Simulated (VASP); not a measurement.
# TaH3 (Im-3) in VASP: a series of runs

Runs on TaH3. Level: PBE. Tasks: single point.

Program: VASP 6.6.1. These are calculated values, not measurements. Logs are shortened: lines on timing, memory, paths and dates and some standing lists are left out, and cuts for length are marked.

## 1. The cell of the first run

The structure is cubic, space group Im-3 (No. 204). Conventional cell: a = 6.629 Å, b = 6.629 Å, c = 6.629 Å, α = 90.00°, β = 90.00°, γ = 90.00°. Within 2.5 Å of Ta (site symmetry -3) lie 6 H at 1.86 Å. H (site symmetry m) has 2 Ta at 1.86 Å and 6 H at 2.12 to 2.49 Å within 2.5 Å.

## 2. Single point, PBE

The input, INCAR:

```
ALGO = Normal ; EDIFF = 1E-6
ENCUT = 520 ; GGA = PE
ISIF = 2 ; ISMEAR = 0
LASPH = T ; LCHARG = F
LREAL = Auto ; LWAVE = F
NBANDS = 42 ; NELM = 80
PREC = Accurate ; SIGMA = 0.1
```

The input, KPOINTS:

```
k-points
0
Gamma
  4 4 4
```

The input, POSCAR:

```
TaH3
1.0
   -3.3146958108      3.3146958108      3.3146958108
    3.3146958108     -3.3146958108      3.3146958108
    3.3146958108      3.3146958108     -3.3146958108
Ta H
4 12
Direct
    0.5000000000      0.5000000000      0.5000000000
    0.0000000000      0.0000000000      0.5000000000
    0.0000000000      0.5000000000      0.0000000000
    0.5000000000      0.0000000000      0.0000000000
    0.5007218728      0.6607463761      0.8399754967
    0.8399754967      0.5007218728      0.6607463761
    0.6607463761      0.8399754967      0.5007218728
    0.1792291207      0.3392536239      0.8399754967
    0.1600245033      0.8207708793      0.6607463761
    0.3392536239      0.1600245033      0.4992781272
    0.8207708793      0.6607463761      0.1600245033
    0.1600245033      0.4992781272      0.3392536239
    0.3392536239      0.8399754967      0.1792291207
    0.4992781272      0.3392536239      0.1600245033
    0.8399754967      0.1792291207      0.3392536239
    0.6607463761      0.1600245033      0.8207708793
```

Potentials or basis: VASP PAW PBE potentials, release 64 (Ta_pv, H).

On the command line:

```bash
cat potpaw_PBE.64/Ta_pv/POTCAR potpaw_PBE.64/H/POTCAR > POTCAR
mpirun -np 1 vasp_std > vasp.out
```

OUTCAR:

```text
EDIFF = 1E-6
   ENCUT = 520
   GGA = PE
   ISIF = 2
   ISMEAR = 0
   LASPH = T
   LREAL = Auto
   NELM = 80
   PREC = Accurate

 ion  position               nearest neighbor table
   1  0.500  0.500  0.500-   5 1.86   6 1.86   7 1.86  10 1.86  12 1.86  14 1.86   2 3.31   3 3.31
                             4 3.31   4 3.31   3 3.31   2 3.31
   2  0.000  0.000  0.500-   8 1.86  11 1.86  10 1.86   7 1.86   9 1.86  15 1.86   1 3.31   3 3.31
                             4 3.31   3 3.31   4 3.31   1 3.31
   3  0.000  0.500  0.000-  13 1.86  16 1.86   6 1.86  12 1.86  11 1.86   8 1.86   1 3.31   2 3.31
                             4 3.31   2 3.31   1 3.31   4 3.31
   4  0.500  0.000  0.000-   9 1.86  15 1.86  14 1.86   5 1.86  13 1.86  16 1.86   1 3.31   2 3.31
                             3 3.31   1 3.31   2 3.31   3 3.31
   5  0.501  0.661  0.840-   1 1.86   4 1.86
   6  0.840  0.501  0.661-   1 1.86   3 1.86
   7  0.661  0.840  0.501-   1 1.86   2 1.86
   8  0.179  0.339  0.840-   2 1.86   3 1.86
   9  0.160  0.821  0.661-   4 1.86   2 1.86
  10  0.339  0.160  0.499-   1 1.86   2 1.86
  11  0.821  0.661  0.160-   2 1.86   3 1.86
  12  0.160  0.499  0.339-   1 1.86   3 1.86
  13  0.339  0.840  0.179-   3 1.86   4 1.86
  14  0.499  0.339  0.160-   1 1.86   4 1.86
  15  0.840  0.179  0.339-   4 1.86   2 1.86
  16  0.661  0.160  0.821-   3 1.86   4 1.86

  LATTYP: Found a body centered cubic cell.
 ALAT       =     6.6293916216

  Lattice vectors:

 A1 = (  -3.3146958108,   3.3146958108,   3.3146958108)
 A2 = (   3.3146958108,  -3.3146958108,   3.3146958108)
 A3 = (   3.3146958108,   3.3146958108,  -3.3146958108)

Analysis of symmetry for initial positions (statically):
=====================================================================
 Subroutine PRICEL returns:
 Original cell was already a primitive cell.

 Routine SETGRP: Setting up the symmetry group for a
 body centered cubic supercell.

 Subroutine GETGRP returns: Found 24 space group operations
 (whereof 24 operations were pure point group operations)
 out of a pool of 48 trial point group operations.

The static configuration has the point symmetry T_h .

Analysis of symmetry for dynamics (positions and initial velocities):
=====================================================================
 Subroutine PRICEL returns:
 Original cell was already a primitive cell.

 Routine SETGRP: Setting up the symmetry group for a
 body centered cubic supercell.

 Subroutine GETGRP returns: Found 24 space group operations
 (whereof 24 operations were pure point group operations)
 out of a pool of 48 trial point group operations.

The dynamic configuration has the point symmetry T_h .

 Subroutine INISYM returns: Found 24 space group operations
 (whereof 24 operations are pure point group operations),
 and found     1 'primitive' translations

----------------------------------------------------------------------------------------

                                     Primitive cell

  volume of cell :     145.6770

  direct lattice vectors                    reciprocal lattice vectors
    -3.314695811  3.314695811  3.314695811     0.000000000  0.150843404  0.150843404
     3.314695811 -3.314695811  3.314695811     0.150843404  0.000000000  0.150843404
     3.314695811  3.314695811 -3.314695811     0.150843404  0.150843404  0.000000000

  length of vectors
     5.741221556  5.741221556  5.741221556     0.213324788  0.213324788  0.213324788

  position of ions in fractional coordinates (direct lattice)
     0.500000000  0.500000000  0.500000000
     0.000000000  0.000000000  0.500000000
     0.000000000  0.500000000  0.000000000
     0.500000000  0.000000000  0.000000000
     0.500721873  0.660746376  0.839975497
     0.839975497  0.500721873  0.660746376
[... 8 lines left out ...]
     0.839975497  0.179229121  0.339253624
     0.660746376  0.160024503  0.820770879

  ion indices of the primitive-cell ions
   primitive index   ion index
                 1           1
                 2           2
                 3           3
                 4           4
                 5           5
                 6           6
[... 8 lines left out ...]
                15          15
                16          16

----------------------------------------------------------------------------------------

 KPOINTS: k-points

Automatic generation of k-mesh.
 Grid dimensions read from file:
 generate k-points for:    4    4    4

 Generating k-lattice:

  Cartesian coordinates                     Fractional coordinates (reciprocal lattice)
     0.000000000  0.037710851  0.037710851     0.250000000  0.000000000  0.000000000
     0.037710851  0.000000000  0.037710851     0.000000000  0.250000000  0.000000000
     0.037710851  0.037710851  0.000000000     0.000000000  0.000000000  0.250000000

  Length of vectors
     0.053331197  0.053331197  0.053331197

  Shift w.r.t. Gamma in fractional coordinates (k-lattice)
[... 39 lines left out ...]
   IBRION =     -1    ionic relax: 0-MD 1-quasi-New 2-CG
   NFREE  =      0    steps in history (QN), initial steepest desc. (CG)
   ISIF   =      2    stress and relaxation
   ISYM   =      2    0-nonsym 1-usesym 2-fastsym
   POTIM  = 0.5000    time-step for ionic-motion
   TEBEG  =    0.0;   TEEND  =   0.0 temperature during run
   PSTRESS=    0.0 pullay stress
   NELECT =      56.0000    total number of electrons
   NUPDOWN=      -1.0000    fix difference up-down
   EMIN   =  10.00;   EMAX   =-10.00  energy-range for DOS
   EFERMI =   0.00;   METHOD = LEGACY
   ISMEAR =     0;   SIGMA  =   0.10  broadening in eV -4-tet -1-fermi 0-gaus
   EFERMI_NEDOS =   21; number of points for ismear=-14 and -15
   IALGO  =     38    algorithm
   IMIX   =      4    mixing-type and parameters
     AMIX     =   0.40;   BMIX     =  1.00
     AMIX_MAG =   1.60;   BMIX_MAG =  1.00
  volume/ion in A,a.u.               =       9.10        61.44
  Fermi-wavevector in a.u.,A,eV,Ry     =   1.190348  2.249431 19.278470  1.416928
  Thomas-Fermi vector in A             =   2.326434
   LORBIT       =      0    0 simple, 1 ext, 2 COOP (PROOUT), +10 PAW based schemes
   GGA     = PE    functional components
   LHFCALC =     F    Hartree Fock is set to
   AEXX    =    0.0000 exact exchange contribution
   IVDW    =     0    specifies the selected vdW correction
   LEPSILON=     F    determine dielectric tensor
   LRPA    =     F    only Hartree local field effects (RPA)
 non-spin polarized calculation
 Gauss-broadening in eV      SIGMA  =   0.10
  energy-cutoff  :      520.00
  volume of cell :      145.68
 maximum number of plane-waves:      3942
 NGX is ok and might be reduce to    48
   NGX = 21   NGY = 21   NGZ = 21

 number of electron      56.0000006 magnetization

 Free energy of the ion-electron system (eV)
  ---------------------------------------------------
  ext. energy  EPLUGINS =         0.00000000
  ---------------------------------------------------
  free energy    TOTEN  =       -81.74453754 eV

  energy without entropy =      -81.70646783  energy(sigma->0) =      -81.72550268

 E-fermi :   2.3972     XC(G=0): -10.2767

 val. band max:        2.3871397888   @ k =   0.2500   0.2500   0.0000
 cond. band min:       2.4413345191   @ k =   0.5000   0.5000   0.5000
 fundamental gap:      0.0541947303
 Fermi energy:         2.3972386686

 k-point     1 :       0.0000    0.0000    0.0000
  band No.  band energies     occupation
      1     -32.7373      2.00000
      2     -32.7373      2.00000
      3     -32.7373      2.00000
      4     -32.6924      2.00000
      5     -32.6924      2.00000
      6     -32.6924      2.00000
[... 32 lines left out ...]
     39       6.0031      0.00000
     40       7.1714      0.00000

 k-point     2 :       0.2500    0.0000    0.0000
  band No.  band energies     occupation
      1     -32.7281      2.00000
      2     -32.7277      2.00000
      3     -32.7039      2.00000
      4     -32.6758      2.00000
      5     -32.6744      2.00000
      6     -32.6580      2.00000
[... 247 lines left out ...]
     39       6.1632      0.00000
     40       6.2173      0.00000

 k-point     8 :       0.5000    0.5000    0.5000
  band No.  band energies     occupation
      1     -32.7725      2.00000
      2     -32.7192      2.00000
      3     -32.7192      2.00000
      4     -32.6958      2.00000
      5     -32.6958      2.00000
      6     -32.6958      2.00000
[... 32 lines left out ...]
     39       6.1309      0.00000
     40       6.1309      0.00000
 [bands above 40 left out]

------------------------ aborting loop because EDIFF is reached ----------------------------------------

  FORCE on cell =-STRESS in cart. coord.  units (eV):
  Direction    XX          YY          ZZ          XY          YZ          ZX
  --------------------------------------------------------------------------------------
  -------------------------------------------------------------------------------------
  Total       -0.0912533     -0.0912533     -0.0912533      0.0000000      0.0000000     -0.0000000
  in kB       -1.0036173     -1.0036173     -1.0036173      0.0000000      0.0000000     -0.0000000
  external PRESSURE =      -1.0036173 kB  Pullay stress =       0.0000000 kB

 VOLUME and BASIS-vectors are now :
 -----------------------------------------------------------------------------
  energy-cutoff  :      520.00
  volume of cell :      145.68
      direct lattice vectors                 reciprocal lattice vectors
    -3.314695811  3.314695811  3.314695811     0.000000000  0.150843404  0.150843404
     3.314695811 -3.314695811  3.314695811     0.150843404  0.000000000  0.150843404
     3.314695811  3.314695811 -3.314695811     0.150843404  0.150843404  0.000000000

 POSITION                                       TOTAL-FORCE (eV/Angst)
 -----------------------------------------------------------------------------------
      1.65735      1.65735      1.65735         0.000000      0.000000     -0.000000
      1.65735      1.65735     -1.65735         0.000000      0.000000     -0.000000
      1.65735     -1.65735      1.65735        -0.000000      0.000000     -0.000000
     -1.65735      1.65735      1.65735        -0.000000      0.000000     -0.000000
      3.31470      2.25383      1.06565         0.000000      0.039134     -0.026798
      1.06565      3.31470      2.25383        -0.026798      0.000000      0.039134
[... 8 lines left out ...]
     -1.06565      3.31470      2.25383         0.026798      0.000000      0.039134
      1.06087      4.38035      0.00000        -0.039134     -0.026798     -0.000000
 -----------------------------------------------------------------------------------
    total drift:                                0.000000      0.000000     -0.000000

  FREE ENERGIE OF THE ION-ELECTRON SYSTEM (eV)
  ---------------------------------------------------
  free  energy   TOTEN  =       -81.7445375351 eV

  energy  without entropy=      -81.7064678253  energy(sigma->0) =      -81.72550268
```

Wall time 77 s (1 thread of AMD EPYC 9R45 (Zen 5), shared host); peak memory 0.29 GiB.

Results:

* Free energy: -81.7445 eV
* Pressure: -0.1 GPa
* Largest force: 0.047 eV/Å
* Band gap on the k mesh: zero (band 28 reaches 2.76 eV, above the bottom of band 29 at 2.39 eV)

Forces on the atoms (eV/Å):
```
Ta   0.000  0.000  0.000
Ta   0.000  0.000  0.000
Ta   0.000  0.000  0.000
Ta   0.000  0.000  0.000
H    0.000  0.039 -0.027
H   -0.027  0.000  0.039
H    0.039 -0.027  0.000
H    0.000  0.039  0.027
H   -0.027  0.000 -0.039
H   -0.039  0.027  0.000
H    0.000 -0.039 -0.027
H    0.027  0.000 -0.039
H    0.039  0.027  0.000
H    0.000 -0.039  0.027
H    0.027  0.000  0.039
H   -0.039 -0.027  0.000
```

Levels at points of the mesh, in eV from the Fermi level:
```csv
k point,band 24,band 25,band 26,band 27,band 28,band 29,band 30,band 31,band 32,band 33
"(0.00, 0.00, 0.00)",-2.89,-2.41,-2.11,-2.11,0.32,0.32,0.32,1.04,1.04,1.04
"(0.50, 0.00, 0.00)",-3.03,-0.95,-0.59,-0.24,-0.19,0.16,0.27,0.45,0.51,1.08
"(0.50, 0.50, 0.50)",-1.47,-0.87,-0.87,-0.87,0.04,0.04,0.04,0.56,0.56,0.56
```

Caveat: spin-orbit coupling is left out, which moves the levels of the heavy elements.

## 3. Single point, PBE

This run uses another cell than the first one, of 18.10 Å³/atom, 1.988 times its volume.

The input, INCAR:

```
PREC = Accurate ; ENCUT = 520
EDIFF = 1E-6 ; ISMEAR = 0
SIGMA = 0.1 ; LREAL = Auto
LASPH = T ; NELM = 60
ALGO = Normal ; ISIF = 2
LWAVE = F ; LCHARG = T
GGA = PE ; LELF = T
LVHAR = T ; NBANDS = 42
```

The input, KPOINTS:

```
Automatic mesh
0
Gamma
  4 4 4
```

The input, POSCAR:

```
TaH3
1.0
   -4.1680109700      4.1680109700      4.1680109700
    4.1680109700     -4.1680109700      4.1680109700
    4.1680109700      4.1680109700     -4.1680109700
Ta H
4 12
Direct
    0.5000000000      0.5000000000      0.5000000000
    0.0000000000      0.0000000000      0.5000000000
    0.0000000000      0.5000000000      0.0000000000
    0.5000000000      0.0000000000      0.0000000000
    0.5000000000      0.7305612200      0.7694387800
    0.7694387800      0.5000000000      0.7305612200
    0.7305612200      0.7694387800      0.5000000000
    0.0388775500      0.2694387800      0.7694387800
    0.2305612200      0.9611224500      0.7305612200
    0.2694387800      0.2305612200      0.5000000000
    0.9611224500      0.7305612200      0.2305612200
    0.2305612200      0.5000000000      0.2694387800
    0.2694387800      0.7694387800      0.0388775500
    0.5000000000      0.2694387800      0.2305612200
    0.7694387800      0.0388775500      0.2694387800
    0.7305612200      0.2305612200      0.9611224500
```

Potentials or basis: VASP PAW PBE potentials, release 64 (Ta_pv, H).

On the command line:

```bash
cat potpaw_PBE.64/Ta_pv/POTCAR potpaw_PBE.64/H/POTCAR > POTCAR
mpirun -np 1 vasp_std > vasp.out
```

It took 1.8 min on 1 thread of AMD EPYC 9R45 (Zen 5), shared host; peak memory 0.36 GiB.

Results (log left out):

| Property | Result |
| --- | --- |
| Free energy | -72.6871 eV |
| Pressure | -14.9 GPa |
| Largest force | 0.202 eV/Å |
| Band gap on the k mesh | zero (band 28 reaches -0.59 eV, above the bottom of band 29 at -0.98 eV) |

Forces in eV/Å, atoms in the order of the input:
```
Ta   0.000  0.000  0.000
Ta   0.000  0.000  0.000
Ta   0.000  0.000  0.000
Ta   0.000  0.000  0.000
H    0.000 -0.141  0.145
H    0.145  0.000 -0.141
H   -0.141  0.145  0.000
H    0.000 -0.141 -0.145
H    0.145  0.000  0.141
H    0.141 -0.145  0.000
H    0.000  0.141  0.145
H   -0.145  0.000  0.141
H   -0.141 -0.145  0.000
H    0.000  0.141 -0.145
H   -0.145  0.000 -0.141
H    0.141  0.145  0.000
```

Levels at points of the mesh, in eV from the Fermi level:
```csv
k point,band 24,band 25,band 26,band 27,band 28,band 29,band 30,band 31
"(0.00, 0.00, 0.00)",-2.94,-0.75,-0.75,-0.75,0.26,0.26,0.26,0.29
"(0.50, 0.00, 0.00)",-3.00,-0.22,-0.21,-0.19,-0.18,0.04,0.04,0.16
"(0.50, 0.50, 0.50)",-2.64,-0.54,-0.54,-0.54,0.17,0.17,0.17,0.22
```

Caveat: spin-orbit coupling is left out, which moves the levels of the heavy elements.

## 4. Single point, PBE

This run uses another cell than the first one, of 9.03 Å³/atom, 0.991 times its volume.

The input, INCAR:

```
ALGO = Normal
EDIFF = 1E-7
ENCUT = 520
GGA = PE
ISIF = 2
ISMEAR = 0
LASPH = True
LCHARG = False
LREAL = Auto
LWAVE = False
NBANDS = 42
NELM = 100
PREC = Accurate
SIGMA = 0.1
```

The input, KPOINTS:

```
k-points
0
Gamma
  8 8 8
```

The input, POSCAR:

```
TaH3
1.0
   -3.3050943766      3.3050943766      3.3050943766
    3.3050943766     -3.3050943766      3.3050943766
    3.3050943766      3.3050943766     -3.3050943766
Ta H
4 12
Direct
    0.5000000000      0.5000000000      0.5000000000
    0.0000000000      0.0000000000      0.5000000000
    0.0000000000      0.5000000000      0.0000000000
    0.5000000000      0.0000000000      0.0000000000
    0.5030776799      0.6600771246      0.8430005552
    0.8430005552      0.5030776799      0.6600771246
    0.6600771246      0.8430005552      0.5030776799
    0.1829234306      0.3399228754      0.8430005552
    0.1569994448      0.8170765694      0.6600771246
    0.3399228754      0.1569994448      0.4969223201
    0.8170765694      0.6600771246      0.1569994448
    0.1569994448      0.4969223201      0.3399228754
    0.3399228754      0.8430005552      0.1829234306
    0.4969223201      0.3399228754      0.1569994448
    0.8430005552      0.1829234306      0.3399228754
    0.6600771246      0.1569994448      0.8170765694
```

On the command line:

```bash
cat potpaw_PBE.64/Ta_pv/POTCAR potpaw_PBE.64/H/POTCAR > POTCAR
mpirun -np 1 vasp_std > vasp.out
```

It took 5.4 min on 1 thread of AMD EPYC 9R45 (Zen 5), shared host; peak memory 0.35 GiB.

The run converged. Its results:

| Property | Result |
| --- | --- |
| Free energy | -81.7713 eV |
| Pressure | 0.0 GPa |
| Largest force | 0.006 eV/Å |
| Band gap on the k mesh | zero (band 28 reaches 2.90 eV, above the bottom of band 29 at 2.21 eV) |

Forces on the atoms (eV/Å):
```
Ta   0.000  0.000  0.000
Ta   0.000  0.000  0.000
Ta   0.000  0.000  0.000
Ta   0.000  0.000  0.000
H    0.000  0.006  0.000
H    0.000  0.000  0.006
H    0.006  0.000  0.000
H    0.000  0.006  0.000
H    0.000  0.000 -0.006
H   -0.006  0.000  0.000
H    0.000 -0.006  0.000
H    0.000  0.000 -0.006
H    0.006  0.000  0.000
H    0.000 -0.006  0.000
H    0.000  0.000  0.006
H   -0.006  0.000  0.000
```

Levels at points of the mesh, in eV from the Fermi level:
```tsv
k point	band 25	band 26	band 27	band 28	band 29	band 30	band 31	band 32
(0.00, 0.00, 0.00)	-2.48	-2.17	-2.17	0.25	0.25	0.25	1.01	1.01
(0.50, 0.00, 0.00)	-1.02	-0.65	-0.27	-0.22	0.11	0.25	0.40	0.47
(0.50, 0.50, 0.50)	-0.82	-0.82	-0.82	-0.02	-0.02	-0.02	0.52	0.52
```

Caveat: spin-orbit coupling is left out, which moves the levels of the heavy elements.

## 5. Overview

```tsv
cell	k mesh	gap on the mesh (eV)	pressure (GPa)	largest force (eV/Å)
a = 5.741 Å, angles 109.5°, 16 atoms	4 × 4 × 4	none	-0.1	0.05
a = 7.219 Å, angles 109.5°, 16 atoms	4 × 4 × 4	none	-14.9	0.20
a = 5.725 Å, angles 109.5°, 16 atoms	8 × 8 × 8	none	0.0	0.01
```

Alike in all rows: task single point; level PBE; potentials or basis VASP PAW PBE potentials, release 64 (Ta_pv, H); no spin polarisation; cutoff (eV) 520; smearing gaussian 0.1 eV.

Caveats: spin-orbit coupling is left out, which moves the levels of the heavy elements.

Absolute energies hang on the potentials; compare differences alone.
